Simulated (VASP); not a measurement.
Write the native input for VASP 6.6.1 that does the following.

* Task: single point
* Functional: PBE
* Potentials or basis: VASP PAW PBE potentials, release 64 (Ba_sv, Mg, N)
* Cutoff: 520 eV
* k mesh: 6 × 6 × 4
* Occupations: gaussian, width 0.1 eV
* Spin: no spin polarisation
* Dipole correction: no
* Further INCAR settings: ALGO = Normal; EDIFF = 1e-06; NBANDS = 20

The structure of BaMg2N2 lies in POSCAR:

```
BaMg2N2
1.0
    5.3887825109      0.0000000000      0.0000000000
   -2.6943912554      4.6668225499      0.0000000000
    0.0000000000      0.0000000000      6.4059391397
Ba Mg N
1 2 2
Direct
    0.0000000000      0.0000000000      0.0000000000
    0.3333333333      0.6666666667      0.5000000000
    0.6666666667      0.3333333333      0.5000000000
    0.0000000000      0.0000000000      0.4095759094
    0.0000000000      0.0000000000      0.5904240906
```

The input as run:

INCAR

```
  ALGO = Normal
  EDIFF = 1E-6
  ENCUT = 520
  GGA = PE
  ISIF = 2
  ISMEAR = 0
  LASPH = True
  LCHARG = False
  LREAL = False
  LWAVE = False
  NBANDS = 20
  NELM = 60
  PREC = Accurate
  SIGMA = 0.1
```

KPOINTS

```
k-points
0
Gamma
  6 6 4
```

Potentials or basis: VASP PAW PBE potentials, release 64 (Ba_sv, Mg, N).

Command:

```console
$ cat potpaw_PBE.64/Ba_sv/POTCAR potpaw_PBE.64/Mg/POTCAR potpaw_PBE.64/N/POTCAR > POTCAR
$ mpirun -np 1 vasp_std > vasp.out
```

It gave:

```
Pressure               : 0.5 GPa
Largest force          : 0.603 eV/Å
Band gap on the k mesh : zero (band 12 reaches 2.12 eV, above the bottom of band 13 at 0.71 eV)
```

Caveat: the standard files for N, O and F lose accuracy on very short bonds; spin-orbit coupling is left out, which moves the levels of the heavy elements.

Wall time 93 s on 1 thread of Oxide Virtual Turin-like Processor, on a shared host, peak memory 0.26 GiB.
